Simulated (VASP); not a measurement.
A run of VASP 6.6.1 is set up as follows.

The input INCAR:

```
ALGO     = Normal         # electronic algorithm
EDIFF    = 1E-7           # SCF threshold, eV
ENCUT    = 520            # plane-wave cutoff, eV
GGA      = RE             # functional
ISIF     = 2              # what is computed and relaxed
ISMEAR   = -1             # smearing method
LASPH    = True           # aspherical terms in the spheres
LCHARG   = True           # write CHGCAR
LELF     = True           # ELF
LREAL    = False          # projectors in reciprocal space
LVHAR    = True         
LWAVE    = False          # write WAVECAR
NBANDS   = 12             # bands
NELM     = 100            # most SCF steps
PREC     = Accurate       # precision mode
SIGMA    = 0.1            # smearing width, eV
```

KPOINTS

```
k-points
0
Gamma
  11 11 11
```

The input POSCAR:

```
La
1.0
    0.0000000000      2.6836723148      2.6836723148
    2.6836723148      0.0000000000      2.6836723148
    2.6836723148      2.6836723148      0.0000000000
La
1
Direct
    0.0000000000      0.0000000000      0.0000000000
```

Potentials or basis: VASP PAW PBE potentials, release 64 (La).

Launch:

```sh
$ cat potpaw_PBE.64/La/POTCAR > POTCAR
$ mpirun -np 1 vasp_std > vasp.out
```

(1) Estimate the pressure.

(2) Estimate the band gap on the k mesh.

Answers

(1) -0.1 GPa.

(2) zero (an odd number of electrons rules out a gap without spin polarisation).

Caveat: the PAW data sets were made with another functional, which shifts forces and pressure a little; spin-orbit coupling is left out, which moves the levels of the heavy elements.
